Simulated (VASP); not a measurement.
# Si (Fd-3m) in VASP: a series of runs

The runs below take Si through single point, relaxation of cell and atoms, with r2SCAN.

All numbers are computed with VASP 6.6.1; they aren't measurements. Logs are shortened: lines on timing, memory, paths and dates and some standing lists are left out, and cuts for length are marked.

### 1 The cell of the first run

It takes space group Fd-3m (No. 227, cubic). Conventional cell: a = 5.217 Å, b = 5.217 Å, c = 5.217 Å, α = 90.00°, β = 90.00°, γ = 90.00°. Within 3.0 Å of Si (site symmetry -43m) lie 4 Si at 2.26 Å.

### 2 Single point, r2SCAN (volume scaled by 0.88)

The input, POSCAR:

```
Si
1.0
    0.0000000000      2.6085421017      2.6085421017
    2.6085421017      0.0000000000      2.6085421017
    2.6085421017      2.6085421017      0.0000000000
Si
2
Direct
   -0.1250000000     -0.1250000000     -0.1250000000
    0.1250000000      0.1250000000      0.1250000000
```

The input, INCAR.step1:

```
SYSTEM = Si
PREC     = Accurate       ! precision mode
ENCUT    = 520            ! plane-wave cutoff, eV
ISMEAR   = -1             ! smearing method
SIGMA    = 0.08           ! smearing width, eV
LREAL    = .FALSE.        ! projectors in reciprocal space
LASPH    = .TRUE.         ! aspherical terms in the spheres
NELM     = 60             ! most SCF steps
NBANDS   = 11             ! bands
GGA      = PE             ! functional
ALGO     = Normal         ! electronic algorithm
EDIFF    = 1E-4           ! SCF threshold, eV
LWAVE    = .TRUE.         ! write WAVECAR
LCHARG   = .FALSE.        ! write CHGCAR
```

The input, INCAR.step2:

```
SYSTEM = Si
PREC     = Accurate       ! precision mode
ENCUT    = 520            ! plane-wave cutoff, eV
EDIFF    = 1E-6           ! SCF threshold, eV
ISMEAR   = -1             ! smearing method
SIGMA    = 0.08           ! smearing width, eV
LREAL    = .FALSE.        ! projectors in reciprocal space
LASPH    = .TRUE.         ! aspherical terms in the spheres
NELM     = 60             ! most SCF steps
ALGO     = Normal         ! electronic algorithm
ISIF     = 2              ! what is computed and relaxed
LWAVE    = .FALSE.        ! write WAVECAR
LCHARG   = .FALSE.        ! write CHGCAR
METAGGA  = R2SCAN         ! meta-GGA
LMIXTAU  = .TRUE.       
NBANDS   = 11             ! bands
ISTART   = 1
```

The input, KPOINTS:

```
regular mesh
0
G
  13 13 13
  0 0 0
```

Potentials or basis: VASP PAW PBE potentials, release 64 (Si).

The run is started by

```sh
$ cat potpaw_PBE.64/Si/POTCAR > POTCAR
$ cp INCAR.step1 INCAR
$ mpirun -np 1 vasp_std > vasp.out
$ cp INCAR.step2 INCAR
$ mpirun -np 1 vasp_std > vasp.out
```

OUTCAR:

```text
SYSTEM = Si
   PREC = Accurate
   ENCUT = 520
   EDIFF = 1E-6
   ISMEAR = -1
   LREAL = .FALSE.
   LASPH = .TRUE.
   NELM = 60
   ISIF = 2
   METAGGA = R2SCAN
   ISTART = 1

 ion  position               nearest neighbor table
   1  0.875  0.875  0.875-   2 2.26   2 2.26   2 2.26   2 2.26
   2  0.125  0.125  0.125-   1 2.26   1 2.26   1 2.26   1 2.26

  LATTYP: Found a face centered cubic cell.
 ALAT       =     5.2170842034

  Lattice vectors:

 A1 = (   0.0000000000,   2.6085421017,   2.6085421017)
 A2 = (   2.6085421017,   0.0000000000,   2.6085421017)
 A3 = (   2.6085421017,   2.6085421017,   0.0000000000)

Analysis of symmetry for initial positions (statically):
=====================================================================
 Subroutine PRICEL returns:
 Original cell was already a primitive cell.

 Routine SETGRP: Setting up the symmetry group for a
 face centered cubic supercell.

 Subroutine GETGRP returns: Found 48 space group operations
 (whereof 12 operations were pure point group operations)
 out of a pool of 48 trial point group operations.

The static configuration has the point symmetry D_3d.
 The point group associated with its full space group is O_h .

Analysis of symmetry for dynamics (positions and initial velocities):
=====================================================================
 Subroutine PRICEL returns:
 Original cell was already a primitive cell.

 Routine SETGRP: Setting up the symmetry group for a
 face centered cubic supercell.

 Subroutine GETGRP returns: Found 48 space group operations
 (whereof 12 operations were pure point group operations)
 out of a pool of 48 trial point group operations.

The dynamic configuration has the point symmetry D_3d.
 The point group associated with its full space group is O_h .

 Subroutine INISYM returns: Found 48 space group operations
 (whereof 12 operations are pure point group operations),
 and found     1 'primitive' translations

----------------------------------------------------------------------------------------

                                     Primitive cell

  volume of cell :      35.4996

  direct lattice vectors                    reciprocal lattice vectors
     0.000000000  2.608542102  2.608542102    -0.191677949  0.191677949  0.191677949
[... 84 lines left out ...]
   ENCUT  =  520.0 eV  38.22 Ry    6.18 a.u.   6.86  6.86  6.86*2*pi/ulx,y,z
   NELM   =     60;   NELMIN=  2; NELMDL=  0     # of ELM steps
   EDIFF  = 0.1E-05   stopping-criterion for ELM
   LREAL  =      F    real-space projection
   EDIFFG = 0.1E-04   stopping-criterion for IOM
   NSW    =      0    number of steps for IOM
   IBRION =     -1    ionic relax: 0-MD 1-quasi-New 2-CG
   NFREE  =      0    steps in history (QN), initial steepest desc. (CG)
   ISIF   =      2    stress and relaxation
   ISYM   =      2    0-nonsym 1-usesym 2-fastsym
   POTIM  = 0.5000    time-step for ionic-motion
   TEBEG  =    0.0;   TEEND  =   0.0 temperature during run
   PSTRESS=    0.0 pullay stress
   NELECT =       8.0000    total number of electrons
   NUPDOWN=      -1.0000    fix difference up-down
   EMIN   =  10.00;   EMAX   =-10.00  energy-range for DOS
   EFERMI =   0.00;   METHOD = LEGACY
   ISMEAR =    -1;   SIGMA  =   0.08  broadening in eV -4-tet -1-fermi 0-gaus
   EFERMI_NEDOS =   21; number of points for ismear=-14 and -15
   IALGO  =     38    algorithm
   IMIX   =      4    mixing-type and parameters
     AMIX     =   0.40;   BMIX     =  1.00
     AMIX_MAG =   1.60;   BMIX_MAG =  1.00
  volume/ion in A,a.u.               =      17.75       119.78
  Fermi-wavevector in a.u.,A,eV,Ry     =   0.996239  1.882619 13.503682  0.992493
  Thomas-Fermi vector in A             =   2.128314
   LORBIT       =      0    0 simple, 1 ext, 2 COOP (PROOUT), +10 PAW based schemes
   METAGGA = R2SCAN    functional components
   LHFCALC =     F    Hartree Fock is set to
   AEXX    =    0.0000 exact exchange contribution
   IVDW    =     0    specifies the selected vdW correction
   LEPSILON=     F    determine dielectric tensor
   LRPA    =     F    only Hartree local field effects (RPA)
 non-spin polarized calculation
  energy-cutoff  :      520.00
  volume of cell :       35.50
 maximum number of plane-waves:       969
   NGX = 13   NGY = 13   NGZ = 13

 number of electron       7.9999999 magnetization

 Free energy of the ion-electron system (eV)
  ---------------------------------------------------
  ext. energy  EPLUGINS =         0.00000000
  ---------------------------------------------------
  free energy    TOTEN  =       -17.33983079 eV

  energy without entropy =      -17.33955091  energy(sigma->0) =      -17.33969085

 E-fermi :   7.2955     XC(G=0): -10.3438

 val. band max:        7.0345700703   @ k =   0.0000   0.0000   0.0000
 cond. band min:       7.5965573372   @ k =   0.4615   0.4615   0.0000
 fundamental gap:      0.5619872669
 Fermi energy:         7.2954818935

 k-point     1 :       0.0000    0.0000    0.0000
  band No.  band energies     occupation
      1      -6.3972      2.00000
      2       7.0346      1.92616
      3       7.0346      1.92616
      4       7.0346      1.92616
      5       9.8383      0.00000
      6       9.8383      0.00000
      7       9.8383      0.00000
      8      12.5703      0.00000
      9      15.2041      0.00000
     10      15.2041      0.00000
     11      16.3288      0.00000
[... 309 lines left out ...]
 k-point    24 :       0.4615    0.1538    0.0000
  band No.  band energies     occupation
      1      -3.7704      2.00000
      2       0.0024      2.00000
      3       4.2297      2.00000
      4       4.9768      2.00000
      5       9.3703      0.00000
      6      11.6993      0.00000
      7      12.0112      0.00000
      8      13.8643      0.00000
      9      17.5936      0.00000
     10      18.8057      0.00000
     11      20.1708      0.00000

 [... further k-points ...]
[... 5 lines left out ...]
  --------------------------------------------------------------------------------------
  -------------------------------------------------------------------------------------
  Total        3.5103498      3.5103498      3.5103498      0.0000000     -0.0000000     -0.0000000
  in kB      158.4300012    158.4300012    158.4300012      0.0000000     -0.0000000     -0.0000000
  external PRESSURE =     158.4300012 kB  Pullay stress =       0.0000000 kB

 VOLUME and BASIS-vectors are now :
 -----------------------------------------------------------------------------
  energy-cutoff  :      520.00
  volume of cell :       35.50
      direct lattice vectors                 reciprocal lattice vectors
     0.000000000  2.608542102  2.608542102    -0.191677949  0.191677949  0.191677949
     2.608542102  0.000000000  2.608542102     0.191677949 -0.191677949  0.191677949
     2.608542102  2.608542102  0.000000000     0.191677949  0.191677949 -0.191677949

 POSITION                                       TOTAL-FORCE (eV/Angst)
 -----------------------------------------------------------------------------------
      4.56495      4.56495      4.56495        -0.000000     -0.000000     -0.000000
      0.65214      0.65214      0.65214         0.000000      0.000000      0.000000
 -----------------------------------------------------------------------------------
    total drift:                               -0.000000     -0.000000     -0.000000

  FREE ENERGIE OF THE ION-ELECTRON SYSTEM (eV)
  ---------------------------------------------------
  free  energy   TOTEN  =       -17.3398307859 eV

  energy  without entropy=      -17.3395509070  energy(sigma->0) =      -17.33969085
```

OUTCAR.step1:

```text
SYSTEM = Si
   PREC = Accurate
   ENCUT = 520
   ISMEAR = -1
   LREAL = .FALSE.
   LASPH = .TRUE.
[... 558 lines left out ...]
      4.56495      4.56495      4.56495        -0.000000     -0.000000     -0.000000
      0.65214      0.65214      0.65214         0.000000      0.000000      0.000000
 -----------------------------------------------------------------------------------
    total drift:                               -0.000000     -0.000000     -0.000000

  FREE ENERGIE OF THE ION-ELECTRON SYSTEM (eV)
  ---------------------------------------------------
  free  energy   TOTEN  =       -10.5979946341 eV

  energy  without entropy=      -10.5971720087  energy(sigma->0) =      -10.59758332
```

OSZICAR.step1:

```text
N       E                     dE             d eps       ncg     rms          rms(c)
DAV:   1     0.546998553476E+01    0.54700E+01   -0.32199E+03  1848   0.592E+02
DAV:   2    -0.104180252306E+02   -0.15888E+02   -0.15293E+02  2385   0.832E+01
DAV:   3    -0.108551184681E+02   -0.43709E+00   -0.43610E+00  2372   0.119E+01
DAV:   4    -0.108581189067E+02   -0.30004E-02   -0.30001E-02  2195   0.124E+00
DAV:   5    -0.108581445322E+02   -0.25625E-04   -0.25625E-04  2350   0.105E-01    0.571E+00
DAV:   6    -0.106741363515E+02    0.18401E+00   -0.11534E-01  2055   0.139E+00    0.352E+00
DAV:   7    -0.105967263573E+02    0.77410E-01   -0.20070E-01  2084   0.195E+00    0.332E-01
DAV:   8    -0.105978161272E+02   -0.10898E-02   -0.77320E-03  2112   0.488E-01    0.940E-02
DAV:   9    -0.105979685326E+02   -0.15241E-03   -0.14480E-04  2287   0.802E-02    0.693E-02
DAV:  10    -0.105979946341E+02   -0.26102E-04   -0.26143E-05  1345   0.294E-02
   1 F= -.10597995E+02 E0= -.10597583E+02  d E =-.822625E-03
```

Wall time 68 s (1 thread of Intel Xeon Platinum 8559C (Emerald Rapids), shared host); peak memory 0.17 GiB.

Results:

- Free energy: -17.3398 eV
- Pressure: 15.8 GPa
- Band gap on the k mesh: 0.56 eV, indirect (least direct gap 2.80 eV)

Levels at points of the mesh, in eV from the valence-band top:
| k point | band 2 | band 3 | band 4 | band 5 | band 6 | band 7 |
| --- | --- | --- | --- | --- | --- | --- |
| (0.00, 0.00, 0.00) | 0.00 | 0.00 | 0.00 | 2.80 | 2.80 | 2.80 |

Caveat: the cell differs from its parent crystal (volume scaled by 0.88); the PAW data sets were made with another functional, which shifts forces and pressure a little.

### 3 Single point, r2SCAN (volume scaled by 0.94)

The input, POSCAR:

```
Si
1.0
    0.0000000000      2.6665285897      2.6665285897
    2.6665285897      0.0000000000      2.6665285897
    2.6665285897      2.6665285897      0.0000000000
Si
2
Direct
   -0.1250000000     -0.1250000000     -0.1250000000
    0.1250000000      0.1250000000      0.1250000000
```

The input, INCAR.step1:

```
  PREC = Accurate
  ENCUT = 520
  ISMEAR = -1
  SIGMA = 0.08
  LREAL = False
  LASPH = True
  NELM = 60
  NBANDS = 11
  GGA = PE
  ALGO = Normal
  EDIFF = 1E-4
  LWAVE = True
  LCHARG = False
```

The input, INCAR.step2:

```
  PREC = Accurate
  ENCUT = 520
  EDIFF = 1E-6
  ISMEAR = -1
  SIGMA = 0.08
  LREAL = False
  LASPH = True
  NELM = 60
  ALGO = Normal
  ISIF = 2
  LWAVE = False
  LCHARG = False
  METAGGA = R2SCAN
  LMIXTAU = True
  NBANDS = 11
  ISTART = 1
```

The input, KPOINTS:

```
regular mesh
0
Gamma
  13 13 13
```

Potentials or basis: VASP PAW PBE potentials, release 64 (Si).

The run is started by

```sh
$ cat potpaw_PBE.64/Si/POTCAR > POTCAR
$ cp INCAR.step1 INCAR
$ mpirun -np 1 vasp_std > vasp.out
$ cp INCAR.step2 INCAR
$ mpirun -np 1 vasp_std > vasp.out
```

Run time: 80 s. Hardware: 1 thread of Intel Xeon Platinum 8559C (Emerald Rapids), shared host; peak memory 0.17 GiB.

Results (log left out):

```
Free energy            : -17.5053 eV
Pressure               : 6.6 GPa
Band gap on the k mesh : 0.71 eV, indirect (least direct gap 2.78 eV)
```

Levels at points of the mesh, in eV from the valence-band top:
| k point | band 1 | band 2 | band 3 | band 4 | band 5 | band 6 | band 7 | band 8 |
| --- | --- | --- | --- | --- | --- | --- | --- | --- |
| (0.00, 0.00, 0.00) | -12.92 | 0.00 | 0.00 | 0.00 | 2.78 | 2.78 | 2.78 | 4.68 |

Caveat: the cell differs from its parent crystal (volume scaled by 0.94); the PAW data sets were made with another functional, which shifts forces and pressure a little. A k mesh can miss the band edges.

### 4 Single point, r2SCAN

This run uses another cell than the first one, of 20.17 Å³/atom, 1.136 times its volume.

The input, POSCAR:

```
Si
1.0
    0.0000000000      2.7220971858      2.7220971858
    2.7220971858      0.0000000000      2.7220971858
    2.7220971858      2.7220971858      0.0000000000
Si
2
Direct
   -0.1250000000     -0.1250000000     -0.1250000000
    0.1250000000      0.1250000000      0.1250000000
```

The input, INCAR.step1:

```
SYSTEM = Si
ALGO = Normal
EDIFF = 1E-4
ENCUT = 520
GGA = PE
ISMEAR = -1
LASPH = .TRUE.
LCHARG = .FALSE.
LREAL = .FALSE.
LWAVE = .TRUE.
NBANDS = 11
NELM = 100
PREC = Accurate
SIGMA = 0.08
```

The input, INCAR.step2:

```
SYSTEM = Si
ALGO = Normal
EDIFF = 1E-6
ENCUT = 520
ISIF = 2
ISMEAR = -1
ISTART = 1
LASPH = .TRUE.
LCHARG = .TRUE.
LELF = .TRUE.
LMIXTAU = .TRUE.
LREAL = .FALSE.
LVHAR = .TRUE.
LWAVE = .FALSE.
METAGGA = R2SCAN
NBANDS = 11
NELM = 100
PREC = Accurate
SIGMA = 0.08
```

The input, KPOINTS:

```
k-points
0
G
  13 13 13
  0 0 0
```

The run is started by

```sh
$ cat potpaw_PBE.64/Si/POTCAR > POTCAR
$ cp INCAR.step1 INCAR
$ mpirun -np 1 vasp_std > vasp.out
$ cp INCAR.step2 INCAR
$ mpirun -np 1 vasp_std > vasp.out
```

It took 98 s on 1 thread of Intel Xeon Platinum 8559C (Emerald Rapids), shared host; peak memory 0.17 GiB.

Results (log left out):

* Free energy: -17.5504 eV
* Pressure: -0.2 GPa
* Band gap on the k mesh: 0.81 eV, indirect (least direct gap 2.76 eV)

Levels at points of the mesh, in eV from the valence-band top:
```
           k point  band 1  band 2  band 3  band 4  band 5  band 6  band 7  band 8
(0.00, 0.00, 0.00)  -12.47    0.00    0.00    0.00    2.76    2.76    2.76    3.90
```

Caveat: the PAW data sets were made with another functional, which shifts forces and pressure a little. r2SCAN opens gaps a little over a GGA but as a rule still falls short of measured ones.

(Continued in part 2 of 2.)
